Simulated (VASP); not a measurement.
# Si2Ni (Fm-3m) in VASP: a series of runs, part 3 of 3

VASP 6.6.1. The steps go on from the part before.

**5. Vibrations by perturbation theory, PBE, collinear spin, ferromagnetic start**

Input file INCAR:

```
SYSTEM = Si2Ni
PREC = Accurate ; ENCUT = 520
EDIFF = 1E-8 ; ISMEAR = -1
SIGMA = 0.05 ; LREAL = .FALSE.
LASPH = .TRUE. ; NELM = 150
ALGO = Normal ; ISIF = 2
LWAVE = .FALSE. ; LCHARG = .TRUE.
ISPIN = 2 ; MAGMOM = 1 0 0
LORBIT = 11 ; LMAXMIX = 4
GGA = PE ; NBANDS = 20
IBRION = 8 ; NSW = 1
```

Input file KPOINTS:

```
regular mesh
0
G
  7 7 7
  0 0 0
```

Input file POSCAR:

```
Si2Ni
1.0
    0.0000000000      2.7030000000      2.7030000000
    2.7030000000      0.0000000000      2.7030000000
    2.7030000000      2.7030000000      0.0000000000
Ni Si
1 2
Direct
    0.0000000000      0.0000000000      0.0000000000
    0.7500000000      0.7500000000      0.7500000000
    0.2500000000      0.2500000000      0.2500000000
```

Potentials or basis: VASP PAW PBE potentials, release 64 (Ni, Si).

Launch:

```bash
$ cat potpaw_PBE.64/Ni/POTCAR potpaw_PBE.64/Si/POTCAR > POTCAR
$ mpirun -np 1 vasp_std > vasp.out
```

OUTCAR:

```text
SYSTEM = Si2Ni
   PREC = Accurate
   ENCUT = 520
   EDIFF = 1E-8
   ISMEAR = -1
   LREAL = .FALSE.
   LASPH = .TRUE.
   NELM = 150
   ISIF = 2
   ISPIN = 2
   LORBIT = 11
   GGA = PE
   IBRION = 8
   NSW = 1

 ion  position               nearest neighbor table
   1  0.000  0.000  0.000-   2 2.34   2 2.34   3 2.34   3 2.34   2 2.34   2 2.34   3 2.34   3 2.34

   2  0.750  0.750  0.750-   1 2.34   1 2.34   1 2.34   1 2.34   3 2.70   3 2.70   3 2.70   3 2.70
                             3 2.70   3 2.70
   3  0.250  0.250  0.250-   1 2.34   1 2.34   1 2.34   1 2.34   2 2.70   2 2.70   2 2.70   2 2.70
                             2 2.70   2 2.70

  LATTYP: Found a face centered cubic cell.
 ALAT       =     5.4060000000

  Lattice vectors:

 A1 = (   0.0000000000,   2.7030000000,   2.7030000000)
 A2 = (   2.7030000000,   0.0000000000,   2.7030000000)
 A3 = (   2.7030000000,   2.7030000000,   0.0000000000)

Analysis of symmetry for initial positions (statically):
=====================================================================
 Subroutine PRICEL returns:
 Original cell was already a primitive cell.

 Routine SETGRP: Setting up the symmetry group for a
 face centered cubic supercell.

 Subroutine GETGRP returns: Found 48 space group operations
 (whereof 48 operations were pure point group operations)
 out of a pool of 48 trial point group operations.

The static configuration has the point symmetry O_h .

Analysis of symmetry for dynamics (positions and initial velocities):
=====================================================================
 Subroutine PRICEL returns:
 Original cell was already a primitive cell.

[... 1152 lines left out ...]

 INTERNAL STRAIN TENSOR  FOR ION    2  DIRECTION 1   (eV/Angst):
 -----------------------------------------------------------------------------
     0.01020  0.00000  0.00000
     0.00000 -0.00295  7.31744
     0.00000  7.31744 -0.00295

 INTERNAL STRAIN TENSOR FOR ION    3 for displacements in x,y,z  (eV/Angst):
          X           Y           Z          XY          YZ          ZX
  --------------------------------------------------------------------------------
  x     0.00000     0.00000     0.00000     0.00000    -7.31744     0.00000
  y     0.00000     0.00000     0.00000     0.00000     0.00000    -7.31744
  z     0.00000     0.00000     0.00000    -7.31744     0.00000     0.00000

 SECOND DERIVATIVES (NOT SYMMETRIZED)
 ------------------------------------
               1X          1Y          1Z          2X          2Y          2Z          3X          3Y          3Z
  1X   -10.248623    0.000000    0.000000    5.124311    0.000000    0.000000    5.124311    0.000000    0.000000
  1Y     0.000000  -10.248623    0.000000    0.000000    5.124311    0.000000    0.000000    5.124311    0.000000
  1Z     0.000000    0.000000  -10.248623    0.000000    0.000000    5.124311    0.000000    0.000000    5.124311
  2X     5.129615    0.000000    0.000000   -8.347383    0.000000    0.000000    3.217768    0.000000    0.000000
  2Y     0.000000    5.129615    0.000000    0.000000   -8.347383    0.000000    0.000000    3.217768    0.000000
  2Z     0.000000    0.000000    5.129615    0.000000    0.000000   -8.347383    0.000000    0.000000    3.217768
  3X     5.129615    0.000000    0.000000    3.217768    0.000000    0.000000   -8.347383    0.000000    0.000000
  3Y     0.000000    5.129615    0.000000    0.000000    3.217768    0.000000    0.000000   -8.347383    0.000000
  3Z     0.000000    0.000000    5.129615    0.000000    0.000000    3.217768    0.000000    0.000000   -8.347383

 Eigenvectors and eigenvalues of the dynamical matrix
 ----------------------------------------------------

   1 f  =   10.032038 THz    63.033152 2PiTHz  334.632756 cm-1    41.489155 meV
             X         Y         Z           dx          dy          dz
      0.000000  0.000000  0.000000     0.000000   -0.000000    0.000000
      4.054500  4.054500  4.054500    -0.704653    0.058854   -0.000105
      1.351500  1.351500  1.351500     0.704653   -0.058854    0.000105
[... 43 lines left out ...]
   9 f/i=    0.002416 THz     0.015180 2PiTHz    0.080587 cm-1     0.009992 meV
             X         Y         Z           dx          dy          dz
      0.000000  0.000000  0.000000     0.007943   -0.713467   -0.046150
      4.054500  4.054500  4.054500     0.005492   -0.493293   -0.031908
      1.351500  1.351500  1.351500     0.005492   -0.493293   -0.031908

--------------------------------------------------------------------------------------------------------

 ELASTIC MODULI CONTR FROM IONIC RELAXATION (kBar)
 Direction    XX          YY          ZZ          XY          YZ          ZX
 --------------------------------------------------------------------------------
 XX           0.0000      0.0000      0.0000      0.0000      0.0000      0.0000
 YY           0.0000      0.0000      0.0000      0.0000      0.0000      0.0000
 ZZ           0.0000      0.0000      0.0000      0.0000      0.0000      0.0000
 XY           0.0000      0.0000      0.0000   -375.6122      0.0000      0.0000
 YZ           0.0000      0.0000      0.0000      0.0000   -375.6122      0.0000
 ZX           0.0000      0.0000      0.0000      0.0000      0.0000   -375.6122
 --------------------------------------------------------------------------------

 total charge

# of ion       s       p       d       tot
------------------------------------------
    1        0.558   0.803   8.446   9.808
    2        0.739   0.846   0.000   1.585
    3        0.739   0.846   0.000   1.585
--------------------------------------------------
tot          2.036   2.495   8.446  12.978

 magnetization (x)

# of ion       s       p       d       tot
------------------------------------------
    1        0.000   0.000  -0.000  -0.000
    2       -0.000   0.000   0.000   0.000
    3       -0.000   0.000   0.000   0.000
--------------------------------------------------
tot          0.000   0.000  -0.000  -0.000
```

OSZICAR:

```text
N       E                     dE             d eps       ncg     rms          rms(c)
DAV:   1     0.716265618155E+02    0.71627E+02   -0.69821E+03  1632   0.887E+02
DAV:   2    -0.143139747648E+02   -0.85941E+02   -0.76414E+02  1704   0.195E+02
DAV:   3    -0.191982941880E+02   -0.48843E+01   -0.47597E+01  1896   0.486E+01
DAV:   4    -0.192783146446E+02   -0.80020E-01   -0.79825E-01  1876   0.551E+00
[... 47 lines left out ...]
RMM:   8    -0.179529204859E-01    0.10827E-05    0.13237E-07  9370   0.599E-04    0.403E-04
RMM:   9    -0.179530249261E-01   -0.10444E-06    0.67949E-08  9646   0.165E-04    0.757E-05
RMM:  10    -0.179531738760E-01   -0.14895E-06    0.25611E-08  9445   0.805E-05    0.217E-05
RMM:  11    -0.179531492906E-01    0.24585E-07   -0.38085E-09  9531   0.458E-05    0.101E-05
RMM:  12    -0.179531399552E-01    0.93354E-08   -0.36484E-09  9783   0.320E-05    0.377E-06
 Linear response finished
```

It took 2.7 min on 1 thread of Intel Xeon Platinum 8488C (Sapphire Rapids), shared host; peak memory 0.33 GiB.

Results:

```yaml
Net_moment: 0.00 μB per cell
Valence_electrons_inside_the_program's_atomic_spheres: Ni 9.81; Si 1.58
Highest_phonon_frequency_at_Γ_LO-TO_splitting_left_out: 335 cm⁻¹
```

Phonon frequencies in cm⁻¹ (negative: imaginary):
| q point | frequencies |
| --- | --- |
| (0.000, 0.000, 0.000) | 0 0 0 312 312 312 335 335 335 |

Caveat: the cell wasn't relaxed at this level first, which shifts response properties.

**6. Single point, PBE+U, collinear spin, ferromagnetic start**

This run uses another cell than the first one, of 13.48 Å³/atom, 1.024 times its volume.

Input file INCAR:

```
PREC = Accurate
ENCUT = 520
EDIFF = 1E-7
ISMEAR = -1
SIGMA = 0.05
LREAL = F
LASPH = T
NELM = 150
ALGO = Normal
ISIF = 2
LWAVE = F
LCHARG = F
ISPIN = 2
MAGMOM = 1 0 0
LORBIT = 11
LMAXMIX = 4
LDAU = T
LDAUTYPE = 2
LDAUL = 2 -1
LDAUU = 3 0
LDAUJ = 0 0
LDAUPRINT = 1
GGA = PE
NBANDS = 20
```

Input file KPOINTS:

```
regular mesh
0
Gamma
  9 9 9
```

Input file POSCAR:

```
Si2Ni
1.0
    0.0000000000      2.7242403245      2.7242403245
    2.7242403245      0.0000000000      2.7242403245
    2.7242403245      2.7242403245      0.0000000000
Ni Si
1 2
Direct
    0.0000000000      0.0000000000      0.0000000000
    0.7500000000      0.7500000000      0.7500000000
    0.2500000000      0.2500000000      0.2500000000
```

Potentials or basis: VASP PAW PBE potentials, release 64 (Ni, Si).

Launch:

```bash
$ cat potpaw_PBE.64/Ni/POTCAR potpaw_PBE.64/Si/POTCAR > POTCAR
$ mpirun -np 1 vasp_std > vasp.out
```

It took 38 s on 1 thread of Intel Xeon 6975P-C (Granite Rapids), shared host; peak memory 0.2 GiB.

Results (log left out):

```yaml
Free_energy: -15.5244 eV
Pressure: -2.4 GPa
Band_gap_on_the_k_mesh: zero (filled and empty bands overlap)
Net_moment: 0.00 μB per cell
Valence_electrons_inside_the_program's_atomic_spheres: Ni 9.86; Si 1.57
```

Levels at points of the mesh, in eV from the Fermi level:
Spin up:
```tsv
k point	band 6	band 7	band 8	band 9	band 10	band 11	band 12	band 13
(0.00, 0.00, 0.00)	-3.72	-0.37	1.67	1.67	1.67	2.56	2.56	2.56
```
Spin down:
```csv
k point,band 6,band 7,band 8,band 9,band 10,band 11,band 12,band 13
"(0.00, 0.00, 0.00)",-3.72,-0.37,1.67,1.67,1.67,2.56,2.56,2.56
```

Eigenvalues of the final occupation matrices:
| site | spin | trace | eigenvalues |
| --- | --- | --- | --- |
| site 1 d | 1 | 4.31 | 0.84 0.84 0.84 0.90 0.90 |
| site 1 d | 2 | 4.31 | 0.84 0.84 0.84 0.90 0.90 |

Caveat: the U is typed as a test and isn't derived for this compound. The state reached can hang on the start; a lower one may exist.

**7. The runs side by side**

```csv
task,level,U,cell,k mesh,smearing,gap on the mesh (eV),pressure (GPa),moment (μB)
electric field gradients,revPBE+U,Ni d U = 3.0 eV,"a = 3.823 Å, angles 60.0°, 3 atoms",9 × 9 × 9,fermi-dirac 0.025 eV,none,2.9,0.00
single point,revPBE+D4+U,Ni d U = 5.0 eV,"a = 3.823 Å, angles 60.0°, 3 atoms",9 × 9 × 9,gaussian 0.05 eV,none,-9.2,0.00
electric field gradients,PBEsol+D3(BJ)+U,Ni d U = 2.0 eV,"a = 3.823 Å, angles 60.0°, 3 atoms",9 × 9 × 9,gaussian 0.02 eV,none,-7.0,0.00
vibrations by perturbation theory,PBE,-,"a = 3.823 Å, angles 60.0°, 3 atoms",7 × 7 × 7,fermi-dirac 0.05 eV,-,-,0.00
single point,PBE+U,Ni d U = 3.0 eV,"a = 3.853 Å, angles 60.0°, 3 atoms",9 × 9 × 9,fermi-dirac 0.05 eV,none,-2.4,0.00
```

Alike in all rows: potentials or basis VASP PAW PBE potentials, release 64 (Ni, Si); spin collinear, ferromagnetic start; cutoff (eV) 520.

Every run on the cell as given and a fine mesh finds a metal. The pressure there spans -9.2 GPa (revPBE+D4+U) to 2.9 GPa (revPBE+U); a positive pressure means that this level wants a larger cell, a negative one a smaller.

Caveats: the U is typed as a test and isn't derived for this compound (some runs); the PAW data sets were made with another functional, which shifts forces and pressure a little (some runs); pairwise dispersion overbinds metals, which lowers pressure and volume (some runs); the cell wasn't relaxed at this level first, which shifts response properties (some runs).

Total energies depend on the potentials used, so only differences within one code and one set of settings carry meaning.
